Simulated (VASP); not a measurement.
# Ni (Fm-3m) in VASP: further runs

Aim: see how the results for Ni move with the level of theory and the settings. Levels: LDA, PBEsol, PBE. Tasks: single point.

All numbers are computed with VASP 6.6.1; they aren't measurements. Logs are shortened: lines on timing, memory, paths and dates and some standing lists are left out, and cuts for length are marked.

**1. The cell of the first run**

Symmetry: Fm-3m, No. 225, cubic system. Conventional cell: a = 3.536 Å, b = 3.536 Å, c = 3.536 Å, α = 90.00°, β = 90.00°, γ = 90.00°. Within 3.3 Å of Ni (site symmetry m-3m) lie 12 Ni at 2.50 Å.

**2. Single point, LDA, collinear spin, ferromagnetic start**

File INCAR:

```
PREC     = Accurate       # precision mode
ENCUT    = 520            # plane-wave cutoff, eV
EDIFF    = 1E-6           # SCF threshold, eV
ISMEAR   = -1             # smearing method
SIGMA    = 0.05           # smearing width, eV
LREAL    = F              # projectors in reciprocal space
LASPH    = T              # aspherical terms in the spheres
NELM     = 150            # most SCF steps
ALGO     = Normal         # electronic algorithm
ISIF     = 2              # what is computed and relaxed
LWAVE    = F              # write WAVECAR
LCHARG   = F              # write CHGCAR
ISPIN    = 2              # spin polarisation
MAGMOM   = 1.5            # initial moments
LORBIT   = 11             # projections on sites
LMAXMIX  = 4              # l up to which the mixer works
GGA      = CA             # functional
NBANDS   = 15             # bands
```

File KPOINTS:

```
regular mesh
0
Gamma
  18 18 18
```

File POSCAR:

```
Ni
1.0
    0.0000000000      1.7679500000      1.7679500000
    1.7679500000      0.0000000000      1.7679500000
    1.7679500000      1.7679500000      0.0000000000
Ni
1
Direct
    0.0000000000      0.0000000000      0.0000000000
```

Potentials or basis: VASP PAW LDA potentials, release 64 (Ni).

Run with:

```sh
> cat potpaw_LDA.64/Ni/POTCAR > POTCAR
> mpirun -np 1 vasp_std > vasp.out
```

OUTCAR:

```text
PREC = Accurate
   ENCUT = 520
   EDIFF = 1E-6
   ISMEAR = -1
   LREAL = F
   LASPH = T
   NELM = 150
   ISIF = 2
   ISPIN = 2
   LORBIT = 11
   GGA = CA

 ion  position               nearest neighbor table
   1  0.000  0.000  0.000-

  LATTYP: Found a face centered cubic cell.
 ALAT       =     3.5359000000

  Lattice vectors:

 A1 = (   0.0000000000,   1.7679500000,   1.7679500000)
 A2 = (   1.7679500000,   0.0000000000,   1.7679500000)
 A3 = (   1.7679500000,   1.7679500000,   0.0000000000)

Analysis of symmetry for initial positions (statically):
=====================================================================
 Subroutine PRICEL returns:
 Original cell was already a primitive cell.

 Routine SETGRP: Setting up the symmetry group for a
 face centered cubic supercell.

 Subroutine GETGRP returns: Found 48 space group operations
 (whereof 48 operations were pure point group operations)
 out of a pool of 48 trial point group operations.

The static configuration has the point symmetry O_h .

Analysis of symmetry for dynamics (positions and initial velocities):
=====================================================================
 Subroutine PRICEL returns:
 Original cell was already a primitive cell.

 Routine SETGRP: Setting up the symmetry group for a
 face centered cubic supercell.

 Subroutine GETGRP returns: Found 48 space group operations
 (whereof 48 operations were pure point group operations)
 out of a pool of 48 trial point group operations.

The dynamic configuration has the point symmetry O_h .

Analysis of structural, dynamic, and magnetic symmetry:
=====================================================================
 Subroutine PRICEL returns:
 Original cell was already a primitive cell.

 Routine SETGRP: Setting up the symmetry group for a
 face centered cubic supercell.

 Subroutine GETGRP returns: Found 48 space group operations
 (whereof 48 operations were pure point group operations)
 out of a pool of 48 trial point group operations.

The overall configuration has the point symmetry O_h .

 Subroutine INISYM returns: Found 48 space group operations
 (whereof 48 operations are pure point group operations),
 and found     1 'primitive' translations

----------------------------------------------------------------------------------------

                                     Primitive cell

  volume of cell :      11.0520

  direct lattice vectors                    reciprocal lattice vectors
     0.000000000  1.767950000  1.767950000    -0.282813428  0.282813428  0.282813428
     1.767950000  0.000000000  1.767950000     0.282813428 -0.282813428  0.282813428
     1.767950000  1.767950000  0.000000000     0.282813428  0.282813428 -0.282813428

  length of vectors
     2.500258868  2.500258868  2.500258868     0.489847226  0.489847226  0.489847226

  position of ions in fractional coordinates (direct lattice)
     0.000000000  0.000000000  0.000000000

  ion indices of the primitive-cell ions
   primitive index   ion index
                 1           1

----------------------------------------------------------------------------------------

 KPOINTS: regular mesh

Automatic generation of k-mesh.
 Grid dimensions read from file:
 generate k-points for:   18   18   18

 Generating k-lattice:

  Cartesian coordinates                     Fractional coordinates (reciprocal lattice)
    -0.015711857  0.015711857  0.015711857     0.055555556  0.000000000  0.000000000
     0.015711857 -0.015711857  0.015711857     0.000000000  0.055555556  0.000000000
     0.015711857  0.015711857 -0.015711857     0.000000000  0.000000000  0.055555556

  Length of vectors
     0.027213735  0.027213735  0.027213735

  Shift w.r.t. Gamma in fractional coordinates (k-lattice)
     0.000000000  0.000000000  0.000000000

 Subroutine IBZKPT returns following result:
 ===========================================

 Found    195 irreducible k-points:

 Following reciprocal coordinates:
            Coordinates               Weight
  0.000000  0.000000  0.000000      1.000000
  0.055556  0.000000  0.000000      8.000000
  0.111111  0.000000  0.000000      8.000000
  0.166667  0.000000  0.000000      8.000000
  0.222222  0.000000  0.000000      8.000000
  0.277778  0.000000  0.000000      8.000000
[... 16 lines left out ...]
 -0.277778  0.055556  0.000000     24.000000
 -0.222222  0.055556  0.000000     24.000000
 [... further k-points ...]
   k-points           NKPTS =    195   k-points in BZ     NKDIM =    195   number of bands    NBANDS=     15
   number of dos      NEDOS =    301   number of ions     NIONS =      1
   total plane-waves  NPLWV =   8000
   dimension x,y,z NGX =    20 NGY =   20 NGZ =   20
   dimension x,y,z NGXF=    40 NGYF=   40 NGZF=   40
   ions per type =               1
   NGX,Y,Z   is equivalent  to a cutoff of  13.30, 13.30, 13.30 a.u.
   NGXF,Y,Z  is equivalent  to a cutoff of  26.60, 26.60, 26.60 a.u.
 SYSTEM =  unknown system
   PREC   = accura    normal or accurate (medium, high low for compatibility)
   ISTART =      0    job   : 0-new  1-cont  2-samecut
   ICHARG =      2    charge: 1-file 2-atom 10-const
   ISPIN  =      2    spin polarized calculation?
   LNONCOLLINEAR =      F non collinear calculations
   LSORBIT =      F    spin-orbit coupling
   LASPH  =      T    aspherical Exc in radial PAW
   ENCUT  =  520.0 eV  38.22 Ry    6.18 a.u.   4.65  4.65  4.65*2*pi/ulx,y,z
   NELM   =    150;   NELMIN=  2; NELMDL= -5     # of ELM steps
   EDIFF  = 0.1E-05   stopping-criterion for ELM
   LREAL  =      F    real-space projection
   EDIFFG = 0.1E-04   stopping-criterion for IOM
   NSW    =      0    number of steps for IOM
   IBRION =     -1    ionic relax: 0-MD 1-quasi-New 2-CG
   NFREE  =      0    steps in history (QN), initial steepest desc. (CG)
   ISIF   =      2    stress and relaxation
   ISYM   =      2    0-nonsym 1-usesym 2-fastsym
   POTIM  = 0.5000    time-step for ionic-motion
   TEBEG  =    0.0;   TEEND  =   0.0 temperature during run
   PSTRESS=    0.0 pullay stress
   NELECT =      10.0000    total number of electrons
   NUPDOWN=      -1.0000    fix difference up-down
   EMIN   =  10.00;   EMAX   =-10.00  energy-range for DOS
   EFERMI =   0.00;   METHOD = LEGACY
   ISMEAR =    -1;   SIGMA  =   0.05  broadening in eV -4-tet -1-fermi 0-gaus
   EFERMI_NEDOS =   21; number of points for ismear=-14 and -15
   IALGO  =     38    algorithm
   IMIX   =      4    mixing-type and parameters
     AMIX     =   0.40;   BMIX     =  1.00
     AMIX_MAG =   1.60;   BMIX_MAG =  1.00
  volume/ion in A,a.u.               =      11.05        74.58
  Fermi-wavevector in a.u.,A,eV,Ry     =   1.583415  2.992221 34.112584  2.507204
  Thomas-Fermi vector in A             =   2.683189
   LORBIT       =     11    0 simple, 1 ext, 2 COOP (PROOUT), +10 PAW based schemes
   GGA     = CA    functional components
   LHFCALC =     F    Hartree Fock is set to
   AEXX    =    0.0000 exact exchange contribution
   IVDW    =     0    specifies the selected vdW correction
   LEPSILON=     F    determine dielectric tensor
   LRPA    =     F    only Hartree local field effects (RPA)
 spin polarized calculation
  energy-cutoff  :      520.00
  volume of cell :       11.05
 maximum number of plane-waves:       310
   NGX =  9   NGY =  9   NGZ =  9

 number of electron      10.0000010 magnetization       0.6030394

 Free energy of the ion-electron system (eV)
  ---------------------------------------------------
  ext. energy  EPLUGINS =         0.00000000
  ---------------------------------------------------
  free energy    TOTEN  =        -6.51948742 eV

  energy without entropy =       -6.50449503  energy(sigma->0) =       -6.51199122

 E-fermi :   8.7965     XC(G=0): -13.5193

 val. band max:        8.7858223590   @ k =  -0.1667   0.1667   0.0000
 cond. band min:       8.7980034921   @ k =   0.3889   0.0556   0.0000
 fundamental gap:      0.0121811331
 Fermi energy:         8.7965349672

 spin component 1

 k-point     1 :       0.0000    0.0000    0.0000
  band No.  band energies     occupation
      1      -0.0716      1.00000
      2       6.4953      1.00000
      3       6.4953      1.00000
      4       6.4953      1.00000
      5       7.6216      1.00000
      6       7.6216      1.00000
      7      32.4566      0.00000
      8      36.0812      0.00000
      9      36.0812      0.00000
     10      36.0812      0.00000
     11      38.9966      0.00000
     12      38.9966      0.00000
     13      38.9966      0.00000
     14      42.2230      0.00000
     15      48.0218      0.00000

 k-point     2 :       0.0556    0.0000    0.0000
  band No.  band energies     occupation
      1       0.0479      1.00000
      2       6.4646      1.00000
      3       6.5222      1.00000
      4       6.5222      1.00000
      5       7.6102      1.00000
      6       7.6102      1.00000
      7      32.0543      0.00000
      8      34.5690      0.00000
      9      35.7832      0.00000
     10      35.7832      0.00000
     11      39.4369      0.00000
     12      39.4369      0.00000
     13      40.0482      0.00000
     14      43.0976      0.00000
     15      46.8147      0.00000
[... 365 lines left out ...]
      3       6.6593      1.00000
      4       6.7159      1.00000
      5       7.6979      1.00000
      6       8.0366      1.00000
      7      20.9540      0.00000
      8      30.3210      0.00000
      9      33.3954      0.00000
     10      35.4338      0.00000
     11      37.1097      0.00000
     12      38.7127      0.00000
     13      42.5728      0.00000
     14      45.8765      0.00000
     15      48.3351      0.00000

 k-point    24 :      -0.2222    0.0556    0.0000
  band No.  band energies     occupation
      1       2.0901      1.00000
      2       6.1283      1.00000
      3       6.7129      1.00000
      4       6.7591      1.00000
      5       7.5322      1.00000
      6       7.8412      1.00000
      7      23.6303      0.00000
      8      30.6466      0.00000
      9      34.0743      0.00000
     10      35.9239      0.00000
     11      38.3415      0.00000
     12      38.7269      0.00000
     13      43.0076      0.00000
     14      43.8446      0.00000
     15      46.8206      0.00000

 [... further k-points ...]

 spin component 2

 k-point     1 :       0.0000    0.0000    0.0000
  band No.  band energies     occupation
      1      -0.0315      1.00000
      2       7.1100      1.00000
      3       7.1100      1.00000
      4       7.1100      1.00000
      5       8.1870      0.99999
      6       8.1870      0.99999
      7      32.4366      0.00000
      8      36.1316      0.00000
      9      36.1316      0.00000
     10      36.1316      0.00000
     11      39.1573      0.00000
     12      39.1573      0.00000
     13      39.1573      0.00000
     14      42.1964      0.00000
     15      48.1871      0.00000

 k-point     2 :       0.0556    0.0000    0.0000
  band No.  band energies     occupation
      1       0.0881      1.00000
      2       7.0762      1.00000
      3       7.1377      1.00000
      4       7.1377      1.00000
      5       8.1750      1.00000
      6       8.1750      1.00000
      7      32.0660      0.00000
      8      34.6263      0.00000
      9      35.8530      0.00000
     10      35.8530      0.00000
     11      39.5751      0.00000
     12      39.5751      0.00000
     13      40.1406      0.00000
     14      43.1063      0.00000
     15      46.9750      0.00000
[... 365 lines left out ...]
      3       7.2321      1.00000
      4       7.2949      1.00000
      5       8.3062      0.99994
      6       8.6465      0.95264
      7      21.1527      0.00000
      8      30.4077      0.00000
      9      33.4360      0.00000
     10      35.5742      0.00000
     11      37.2093      0.00000
     12      38.7911      0.00000
     13      42.6570      0.00000
     14      45.9998      0.00000
     15      48.5170      0.00000

 k-point    24 :      -0.2222    0.0556    0.0000
  band No.  band energies     occupation
      1       2.1494      1.00000
      2       6.6784      1.00000
      3       7.3019      1.00000
      4       7.3578      1.00000
      5       8.1163      1.00000
      6       8.4371      0.99925
      7      23.8005      0.00000
      8      30.7372      0.00000
      9      34.1140      0.00000
     10      36.0536      0.00000
     11      38.4404      0.00000
     12      38.7810      0.00000
     13      43.0744      0.00000
     14      43.9831      0.00000
     15      46.9906      0.00000

 [... further k-points ...]
[... 5 lines left out ...]
  --------------------------------------------------------------------------------------
  -------------------------------------------------------------------------------------
  Total       -1.3281609     -1.3281609     -1.3281609      0.0000000      0.0000000     -0.0000000
  in kB     -192.5401705   -192.5401705   -192.5401705      0.0000000      0.0000000     -0.0000000
  external PRESSURE =    -192.5401705 kB  Pullay stress =       0.0000000 kB

 VOLUME and BASIS-vectors are now :
 -----------------------------------------------------------------------------
  energy-cutoff  :      520.00
  volume of cell :       11.05
      direct lattice vectors                 reciprocal lattice vectors
     0.000000000  1.767950000  1.767950000    -0.282813428  0.282813428  0.282813428
     1.767950000  0.000000000  1.767950000     0.282813428 -0.282813428  0.282813428
     1.767950000  1.767950000  0.000000000     0.282813428  0.282813428 -0.282813428

 POSITION                                       TOTAL-FORCE (eV/Angst)
 -----------------------------------------------------------------------------------
      0.00000      0.00000      0.00000         0.000000     -0.000000      0.000000
 -----------------------------------------------------------------------------------
    total drift:                                0.000000      0.000000      0.000000

  FREE ENERGIE OF THE ION-ELECTRON SYSTEM (eV)
  ---------------------------------------------------
  free  energy   TOTEN  =        -6.5194874184 eV

  energy  without entropy=       -6.5044950272  energy(sigma->0) =       -6.51199122

 total charge

# of ion       s       p       d       tot
------------------------------------------
    1        0.493   0.482   8.318   9.293

 magnetization (x)

# of ion       s       p       d       tot
------------------------------------------
    1       -0.005  -0.018   0.632   0.609
```

It took 27 s on 1 thread of Intel Xeon 6975P-C (Granite Rapids), shared host; peak memory 0.15 GiB.

What came out:

- Free energy: -6.5195 eV
- Pressure: -19.3 GPa
- Net moment: 0.60 μB per cell
- Site moments: Ni +0.61 μB
- Valence electrons inside the program's atomic spheres: Ni 9.29

**3. Single point, PBEsol, collinear spin, ferromagnetic start**

File INCAR:

```
SYSTEM = Ni
PREC = Accurate
ENCUT = 520
EDIFF = 1E-6
ISMEAR = -1
SIGMA = 0.05
LREAL = .False.
LASPH = .True.
NELM = 150
ALGO = Normal
ISIF = 2
LWAVE = .False.
LCHARG = .True.
ISPIN = 2
MAGMOM = 1.5
LORBIT = 11
LMAXMIX = 4
GGA = PS
LELF = .True.
LVHAR = .True.
NBANDS = 15
```

File KPOINTS:

```
regular mesh
0
Gamma
  18 18 18
  0 0 0
```

POSCAR is that of step 2.

Potentials or basis: VASP PAW PBE potentials, release 64 (Ni).

Run with:

```sh
> cat potpaw_PBE.64/Ni/POTCAR > POTCAR
> mpirun -np 1 vasp_std > vasp.out
```

Run time: 30 s. Hardware: 1 thread of Intel Xeon 6975P-C (Granite Rapids), shared host; peak memory 0.16 GiB.

Results (log left out):

| Item | Value |
| --- | --- |
| Free energy | -6.1162 eV |
| Pressure | -12.3 GPa |
| Net moment | 0.62 μB per cell |
| Site moments | Ni +0.63 μB |
| Valence electrons inside the program's atomic spheres | Ni 9.29 |

Levels at points of the mesh, in eV from the Fermi level:
Spin up:
| k point | band 1 | band 2 | band 3 | band 4 | band 5 | band 6 | band 7 | band 8 | band 9 | band 10 |
| --- | --- | --- | --- | --- | --- | --- | --- | --- | --- | --- |
| (0.00, 0.00, 0.00) | -8.95 | -2.38 | -2.38 | -2.38 | -1.23 | -1.23 | 23.56 | 27.28 | 27.28 | 27.28 |
| (0.50, 0.00, 0.00) | -4.76 | -2.36 | -2.36 | -0.59 | -0.59 | -0.31 | 5.54 | 22.07 | 24.34 | 24.34 |
| (0.50, 0.50, 0.00) | -4.56 | -4.11 | -0.54 | -0.46 | -0.46 | 2.39 | 9.06 | 14.62 | 14.62 | 19.50 |
Spin down:
```
           k point  band 3  band 4  band 5  band 6  band 7  band 8
(0.00, 0.00, 0.00)   -1.66   -1.66   -0.63   -0.63   23.45   27.28
(0.50, 0.00, 0.00)   -1.75   -0.35    0.15    0.15    5.95   21.96
(0.50, 0.50, 0.00)    0.09    0.36    0.36    2.37    9.32   14.65
```

Caveat: the PAW data sets were made with another functional, which shifts forces and pressure a little.

(Part 1 of 2 ends here.)
